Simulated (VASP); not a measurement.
# Cu3H (Fm-3m) in VASP: a series of runs

Runs on Cu3H. Level: PBE. Tasks: single point.

Program: VASP 6.6.1. These are calculated values, not measurements. Logs are shortened: lines on timing, memory, paths and dates and some standing lists are left out, and cuts for length are marked.

### 1 The cell of the first run

Symmetry: Fm-3m, No. 225, cubic system. Conventional cell: a = 5.563 Å, b = 5.563 Å, c = 5.563 Å, α = 90.00°, β = 90.00°, γ = 90.00°. Within 3.2 Å of Cu (site symmetry m-3m) lie 8 Cu at 2.41 Å and 6 H at 2.78 Å. Cu (site symmetry -43m) has 10 Cu at 2.41 to 2.78 Å and 4 H at 2.41 Å within 3.2 Å. Within 3.2 Å of H (site symmetry m-3m) lie 14 Cu at 2.41 to 2.78 Å.

### 2 Single point, PBE

Contents of INCAR:

```
  PREC = Accurate
  ENCUT = 520
  EDIFF = 1E-6
  ISMEAR = 0
  SIGMA = 0.1
  LREAL = False
  LASPH = True
  NELM = 100
  ALGO = Normal
  ISIF = 2
  LWAVE = False
  LCHARG = False
  GGA = PE
  NBANDS = 25
```

Contents of KPOINTS:

```
regular mesh
0
Gamma
  6 6 6
```

Contents of POSCAR:

```
Cu3H
1.0
    0.0000000000      2.7812703494      2.7812703494
    2.7812703494      0.0000000000      2.7812703494
    2.7812703494      2.7812703494      0.0000000000
Cu H
3 1
Direct
    0.0000000000      0.0000000000      0.0000000000
    0.2500000000      0.2500000000      0.2500000000
    0.7500000000      0.7500000000      0.7500000000
    0.5000000000      0.5000000000      0.5000000000
```

Potentials or basis: VASP PAW PBE potentials, release 64 (Cu, H).

Started as:

```sh
$ cat potpaw_PBE.64/Cu/POTCAR potpaw_PBE.64/H/POTCAR > POTCAR
$ mpirun -np 1 vasp_std > vasp.out
```

OUTCAR:

```text
PREC = Accurate
   ENCUT = 520
   EDIFF = 1E-6
   ISMEAR = 0
   LREAL = False
   LASPH = True
   NELM = 100
   ISIF = 2
   GGA = PE

 ion  position               nearest neighbor table
   1  0.000  0.000  0.000-   2 2.41   3 2.41   3 2.41   3 2.41   3 2.41   2 2.41   2 2.41   2 2.41

   2  0.250  0.250  0.250-   1 2.41   1 2.41   1 2.41   1 2.41   3 2.78   3 2.78   3 2.78   3 2.78
                             3 2.78   3 2.78
   3  0.750  0.750  0.750-   1 2.41   1 2.41   1 2.41   1 2.41   2 2.78   2 2.78   2 2.78   2 2.78
                             2 2.78   2 2.78
   4  0.500  0.500  0.500-

  LATTYP: Found a face centered cubic cell.
 ALAT       =     5.5625406988

  Lattice vectors:

 A1 = (   0.0000000000,   2.7812703494,   2.7812703494)
 A2 = (   2.7812703494,   0.0000000000,   2.7812703494)
 A3 = (   2.7812703494,   2.7812703494,   0.0000000000)

Analysis of symmetry for initial positions (statically):
=====================================================================
 Subroutine PRICEL returns:
 Original cell was already a primitive cell.

 Routine SETGRP: Setting up the symmetry group for a
 face centered cubic supercell.

 Subroutine GETGRP returns: Found 48 space group operations
 (whereof 48 operations were pure point group operations)
 out of a pool of 48 trial point group operations.

The static configuration has the point symmetry O_h .

Analysis of symmetry for dynamics (positions and initial velocities):
=====================================================================
 Subroutine PRICEL returns:
 Original cell was already a primitive cell.

 Routine SETGRP: Setting up the symmetry group for a
 face centered cubic supercell.

 Subroutine GETGRP returns: Found 48 space group operations
 (whereof 48 operations were pure point group operations)
 out of a pool of 48 trial point group operations.

The dynamic configuration has the point symmetry O_h .

 Subroutine INISYM returns: Found 48 space group operations
 (whereof 48 operations are pure point group operations),
 and found     1 'primitive' translations

----------------------------------------------------------------------------------------

                                     Primitive cell

  volume of cell :      43.0288

  direct lattice vectors                    reciprocal lattice vectors
     0.000000000  2.781270349  2.781270349    -0.179773966  0.179773966  0.179773966
     2.781270349  0.000000000  2.781270349     0.179773966 -0.179773966  0.179773966
     2.781270349  2.781270349  0.000000000     0.179773966  0.179773966 -0.179773966

  length of vectors
     3.933310249  3.933310249  3.933310249     0.311377642  0.311377642  0.311377642

  position of ions in fractional coordinates (direct lattice)
     0.000000000  0.000000000  0.000000000
     0.250000000  0.250000000  0.250000000
     0.750000000  0.750000000  0.750000000
     0.500000000  0.500000000  0.500000000

  ion indices of the primitive-cell ions
   primitive index   ion index
                 1           1
                 2           2
                 3           3
                 4           4

----------------------------------------------------------------------------------------

 KPOINTS: regular mesh

Automatic generation of k-mesh.
 Grid dimensions read from file:
 generate k-points for:    6    6    6

 Generating k-lattice:

  Cartesian coordinates                     Fractional coordinates (reciprocal lattice)
    -0.029962328  0.029962328  0.029962328     0.166666667  0.000000000  0.000000000
     0.029962328 -0.029962328  0.029962328     0.000000000  0.166666667  0.000000000
     0.029962328  0.029962328 -0.029962328     0.000000000  0.000000000  0.166666667

  Length of vectors
     0.051896274  0.051896274  0.051896274

  Shift w.r.t. Gamma in fractional coordinates (k-lattice)
     0.000000000  0.000000000  0.000000000

 Subroutine IBZKPT returns following result:
 ===========================================

 Found     16 irreducible k-points:

 Following reciprocal coordinates:
            Coordinates               Weight
  0.000000  0.000000  0.000000      1.000000
  0.166667  0.000000  0.000000      8.000000
  0.333333  0.000000  0.000000      8.000000
  0.500000  0.000000  0.000000      4.000000
  0.166667  0.166667  0.000000      6.000000
  0.333333  0.166667  0.000000     24.000000
[... 8 lines left out ...]
 -0.333333  0.333333  0.166667     24.000000
 -0.333333  0.500000  0.166667     12.000000
   k-points           NKPTS =     16   k-points in BZ     NKDIM =     16   number of bands    NBANDS=     25
   number of dos      NEDOS =    301   number of ions     NIONS =      4
   total plane-waves  NPLWV =  27000
   dimension x,y,z NGX =    30 NGY =   30 NGZ =   30
   dimension x,y,z NGXF=    60 NGYF=   60 NGZF=   60
   ions per type =               3   1
   NGX,Y,Z   is equivalent  to a cutoff of  12.68, 12.68, 12.68 a.u.
   NGXF,Y,Z  is equivalent  to a cutoff of  25.36, 25.36, 25.36 a.u.
 SYSTEM =  unknown system
   PREC   = accura    normal or accurate (medium, high low for compatibility)
   ISTART =      0    job   : 0-new  1-cont  2-samecut
   ICHARG =      2    charge: 1-file 2-atom 10-const
   ISPIN  =      1    spin polarized calculation?
   LNONCOLLINEAR =      F non collinear calculations
   LSORBIT =      F    spin-orbit coupling
   LASPH  =      T    aspherical Exc in radial PAW
   ENCUT  =  520.0 eV  38.22 Ry    6.18 a.u.   7.31  7.31  7.31*2*pi/ulx,y,z
   NELM   =    100;   NELMIN=  2; NELMDL= -5     # of ELM steps
   EDIFF  = 0.1E-05   stopping-criterion for ELM
   LREAL  =      F    real-space projection
   EDIFFG = 0.1E-04   stopping-criterion for IOM
   NSW    =      0    number of steps for IOM
   IBRION =     -1    ionic relax: 0-MD 1-quasi-New 2-CG
   NFREE  =      0    steps in history (QN), initial steepest desc. (CG)
   ISIF   =      2    stress and relaxation
   ISYM   =      2    0-nonsym 1-usesym 2-fastsym
   POTIM  = 0.5000    time-step for ionic-motion
   TEBEG  =    0.0;   TEEND  =   0.0 temperature during run
   PSTRESS=    0.0 pullay stress
   NELECT =      34.0000    total number of electrons
   NUPDOWN=      -1.0000    fix difference up-down
   EMIN   =  10.00;   EMAX   =-10.00  energy-range for DOS
   EFERMI =   0.00;   METHOD = LEGACY
   ISMEAR =     0;   SIGMA  =   0.10  broadening in eV -4-tet -1-fermi 0-gaus
   EFERMI_NEDOS =   21; number of points for ismear=-14 and -15
   IALGO  =     38    algorithm
   IMIX   =      4    mixing-type and parameters
     AMIX     =   0.40;   BMIX     =  1.00
     AMIX_MAG =   1.60;   BMIX_MAG =  1.00
  volume/ion in A,a.u.               =      10.76        72.59
  Fermi-wavevector in a.u.,A,eV,Ry     =   1.513496  2.860093 31.166458  2.290670
  Thomas-Fermi vector in A             =   2.623279
   LORBIT       =      0    0 simple, 1 ext, 2 COOP (PROOUT), +10 PAW based schemes
   GGA     = PE    functional components
   LHFCALC =     F    Hartree Fock is set to
   AEXX    =    0.0000 exact exchange contribution
   IVDW    =     0    specifies the selected vdW correction
   LEPSILON=     F    determine dielectric tensor
   LRPA    =     F    only Hartree local field effects (RPA)
 non-spin polarized calculation
 Gauss-broadening in eV      SIGMA  =   0.10
  energy-cutoff  :      520.00
  volume of cell :       43.03
 maximum number of plane-waves:      1173
 NGX is ok and might be reduce to    30
   NGX = 15   NGY = 15   NGZ = 15

 number of electron      33.9999978 magnetization

 Free energy of the ion-electron system (eV)
  ---------------------------------------------------
  ext. energy  EPLUGINS =         0.00000000
  ---------------------------------------------------
  free energy    TOTEN  =       -12.21442961 eV

  energy without entropy =      -12.21031145  energy(sigma->0) =      -12.21237053

 E-fermi :   6.0761     XC(G=0): -11.9332

 val. band max:        5.9642045572   @ k =  -0.3333   0.5000   0.1667
 cond. band min:       6.4623426320   @ k =  -0.3333   0.3333   0.1667
 fundamental gap:      0.4981380748
 Fermi energy:         6.0760948557

 k-point     1 :       0.0000    0.0000    0.0000
  band No.  band energies     occupation
      1      -3.2956      2.00000
      2       1.9576      2.00000
      3       1.9576      2.00000
      4       2.4888      2.00000
      5       2.4888      2.00000
      6       2.4888      2.00000
[... 17 lines left out ...]
     24      15.4650      0.00000
     25      16.3342      0.00000

 k-point     2 :       0.1667    0.0000    0.0000
  band No.  band energies     occupation
      1      -2.8869      2.00000
      2       2.0385      2.00000
      3       2.0385      2.00000
      4       2.2459      2.00000
      5       2.4941      2.00000
      6       2.4941      2.00000
[... 17 lines left out ...]
     24      16.0761      0.00000
     25      16.0762      0.00000

 k-point     3 :       0.3333    0.0000    0.0000
  band No.  band energies     occupation
      1      -1.7198      2.00000
      2       1.6968      2.00000
      3       2.2473      2.00000
      4       2.2473      2.00000
      5       2.4695      2.00000
      6       2.4695      2.00000
[... 17 lines left out ...]
     24      17.8798      0.00000
     25      18.5361      0.00000

 k-point     4 :       0.5000    0.0000    0.0000
  band No.  band energies     occupation
      1      -0.3099      2.00000
      2       0.4121      2.00000
      3       2.3450      2.00000
      4       2.3450      2.00000
      5       2.4413      2.00000
      6       2.5215      2.00000
[... 17 lines left out ...]
     24      19.5377      0.00000
     25      21.4295      0.00000
[... 253 lines left out ...]
 k-point    14 :       0.5000    0.3333    0.1667
  band No.  band energies     occupation
      1      -0.7994      2.00000
      2       1.3920      2.00000
      3       1.9942      2.00000
      4       2.1989      2.00000
      5       2.5253      2.00000
      6       2.5677      2.00000
[... 17 lines left out ...]
     24      19.6830      0.00000
     25      19.8016      0.00000

 k-point    15 :      -0.3333    0.3333    0.1667
  band No.  band energies     occupation
      1       0.1566      2.00000
      2       1.1353      2.00000
      3       1.8526      2.00000
      4       2.0468      2.00000
      5       2.5153      2.00000
      6       2.8281      2.00000
[... 17 lines left out ...]
     24      19.3008      0.00000
     25      20.0293      0.00000

 k-point    16 :      -0.3333    0.5000    0.1667
  band No.  band energies     occupation
      1       0.3475      2.00000
      2       1.4928      2.00000
      3       1.6801      2.00000
      4       1.7341      2.00000
      5       2.5583      2.00000
      6       2.6208      2.00000
[... 17 lines left out ...]
     24      21.3570      0.00000
     25      22.5723      0.00000

------------------------ aborting loop because EDIFF is reached ----------------------------------------

  FORCE on cell =-STRESS in cart. coord.  units (eV):
  Direction    XX          YY          ZZ          XY          YZ          ZX
  --------------------------------------------------------------------------------------
  -------------------------------------------------------------------------------------
  Total        0.2335376      0.2335376      0.2335376      0.0000000      0.0000000      0.0000000
  in kB        8.6957633      8.6957633      8.6957633      0.0000000      0.0000000      0.0000000
  external PRESSURE =       8.6957633 kB  Pullay stress =       0.0000000 kB

 VOLUME and BASIS-vectors are now :
 -----------------------------------------------------------------------------
  energy-cutoff  :      520.00
  volume of cell :       43.03
      direct lattice vectors                 reciprocal lattice vectors
     0.000000000  2.781270349  2.781270349    -0.179773966  0.179773966  0.179773966
     2.781270349  0.000000000  2.781270349     0.179773966 -0.179773966  0.179773966
     2.781270349  2.781270349  0.000000000     0.179773966  0.179773966 -0.179773966

 POSITION                                       TOTAL-FORCE (eV/Angst)
 -----------------------------------------------------------------------------------
      0.00000      0.00000      0.00000         0.000000      0.000000     -0.000000
      1.39064      1.39064      1.39064        -0.000000      0.000000     -0.000000
      4.17191      4.17191      4.17191        -0.000000     -0.000000      0.000000
      2.78127      2.78127      2.78127         0.000000      0.000000     -0.000000
 -----------------------------------------------------------------------------------
    total drift:                                0.000000     -0.000000      0.000000

  FREE ENERGIE OF THE ION-ELECTRON SYSTEM (eV)
  ---------------------------------------------------
  free  energy   TOTEN  =       -12.2144296148 eV

  energy  without entropy=      -12.2103114522  energy(sigma->0) =      -12.21237053
```

Wall time 10 s (1 thread of Intel Xeon 6975P-C (Granite Rapids), shared host); peak memory 0.16 GiB.

Results:

```yaml
Free_energy: -12.2144 eV
Pressure: 0.9 GPa
Band_gap_on_the_k_mesh: zero (band 17 reaches 7.57 eV, above the bottom of band 18 at 5.44 eV)
```

Levels at points of the mesh, in eV from the Fermi level:
| k point | band 13 | band 14 | band 15 | band 16 | band 17 | band 18 | band 19 | band 20 | band 21 | band 22 |
| --- | --- | --- | --- | --- | --- | --- | --- | --- | --- | --- |
| (0.00, 0.00, 0.00) | -1.85 | -1.85 | -1.80 | -1.80 | 1.50 | 6.74 | 6.74 | 6.74 | 8.08 | 8.08 |
| (0.50, 0.00, 0.00) | -1.95 | -1.95 | -1.68 | -1.68 | -1.13 | 2.38 | 5.15 | 5.15 | 6.91 | 6.91 |
| (0.50, 0.50, 0.00) | -1.85 | -1.82 | -1.56 | -1.56 | -0.82 | 0.62 | 0.62 | 2.01 | 4.61 | 13.31 |

### 3 Single point, PBE

This run uses another cell than the first one, of 11.40 Å³/atom, 1.060 times its volume.

Contents of INCAR:

```
SYSTEM = Cu3H
ALGO = Normal
EDIFF = 1E-6
ENCUT = 520
GGA = PE
ISIF = 2
ISMEAR = 0
LASPH = .True.
LCHARG = .False.
LREAL = .False.
LWAVE = .False.
NBANDS = 25
NELM = 80
PREC = Accurate
SIGMA = 0.1
```

Contents of KPOINTS:

```
k-points
0
Gamma
  6 6 6
  0 0 0
```

Contents of POSCAR:

```
Cu3H
1.0
    0.0000000000      2.8354107200      2.8354107200
    2.8354107200      0.0000000000      2.8354107200
    2.8354107200      2.8354107200      0.0000000000
Cu H
3 1
Direct
    0.0000000000      0.0000000000      0.0000000000
    0.2500000000      0.2500000000      0.2500000000
    0.7500000000      0.7500000000      0.7500000000
    0.5000000000      0.5000000000      0.5000000000
```

Potentials or basis: VASP PAW PBE potentials, release 64 (Cu, H).

Started as:

```sh
$ cat potpaw_PBE.64/Cu/POTCAR potpaw_PBE.64/H/POTCAR > POTCAR
$ mpirun -np 1 vasp_std > vasp.out
```

It took 11 s on 1 thread of Intel Xeon 6975P-C (Granite Rapids), shared host; peak memory 0.16 GiB.

The run converged. Its results:

```yaml
Free_energy: -12.1781 eV
Pressure: -4.9 GPa
Band_gap_on_the_k_mesh: zero (band 17 reaches 6.84 eV, above the bottom of band 18 at 4.83 eV)
```

Levels at points of the mesh, in eV from the Fermi level:
| k point | band 14 | band 15 | band 16 | band 17 | band 18 | band 19 | band 20 | band 21 |
| --- | --- | --- | --- | --- | --- | --- | --- | --- |
| (0.00, 0.00, 0.00) | -1.78 | -1.73 | -1.73 | 1.39 | 6.53 | 6.53 | 6.53 | 7.80 |
| (0.50, 0.00, 0.00) | -1.86 | -1.62 | -1.62 | -1.10 | 2.23 | 4.99 | 4.99 | 6.72 |
| (0.50, 0.50, 0.00) | -1.75 | -1.51 | -1.51 | -0.82 | 0.72 | 0.72 | 1.85 | 4.29 |
